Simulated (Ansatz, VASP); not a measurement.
**RbBr: VASP beside Ansatz**

Contents of INCAR:

```
SYSTEM = RbBr
  PREC = Accurate
  ENCUT = 500
  EDIFF = 1E-6
  ISMEAR = -1
  SIGMA = 0.02
  LREAL = .False.
  LASPH = .True.
  NELM = 120
  ALGO = Normal
  ISIF = 2
  LWAVE = .False.
  LCHARG = .False.
  GGA = PE
  NBANDS = 15
  GGA_COMPAT = .False.
```

Contents of KPOINTS:

```
regular mesh
0
Gamma
  6 6 6
  0 0 0
```

POSCAR

```
RbBr
1.0
    3.9983097553      0.0000000000      0.0000000000
    0.0000000000      3.9983097553      0.0000000000
    0.0000000000      0.0000000000      4.1279266522
Rb Br
1 1
Direct
    0.0000000000      0.0000000000      0.0000000000
    0.5000000000      0.5000000000      0.5000000000
```

Input for Ansatz:

```yaml
crystal:
  lattice:
    - [3.9983097553, 0.0, 0.0]
    - [0.0, 3.9983097553, 0.0]
    - [0.0, 0.0, 4.1279266522]
  atoms:
    - { symbol: Rb, position: [0.0, 0.0, 0.0] }
    - { symbol: Br, position: [0.5, 0.5, 0.5] }
kpoints:
  mp_grid: { grid: [6, 6, 6] }
  band_path:
    path:
      - [0.0, 0.0, 0.0]
      - [0.0, 0.5, 0.0]
      - [0.5, 0.5, 0.0]
      - [0.5, 0.5, 0.5]
      - [0.0, 0.5, 0.5]
    npoints: 1
hamiltonian:
  xc: pbe
scf:
  occupations: { method: fermi_dirac, width: 0.02 }
  n_extra_bands: 4
output:
  forces: true
  stress: true
  eigenvalues: true
```

Change from the starting cell: biaxial_xy strain -3.1%.

Alike in both runs: task single point; functional PBE; k mesh 6 × 6 × 6; occupations fermi-dirac, width 0.02 eV; no spin polarisation.

```csv
,VASP,Ansatz
version,VASP 6.6.1,Ansatz 0.2.0
potentials or method,"VASP PAW PBE potentials, release 64 (Rb_sv, Br)","plane waves, PAW"
plane-wave cutoff (eV),500,420
valence electrons in the cell,16,16
```

|  | VASP | Ansatz | Ansatz less VASP |
| --- | --- | --- | --- |
| gap on the k mesh at the Fermi level (eV) | 4.24 | 4.24 | +0.002 |
| pressure (GPa) | 2.1 | 2.1 | -0.04 |
| traceless stress, the component that is largest in VASP (GPa) | -0.67 | -0.67 | 0.000 |
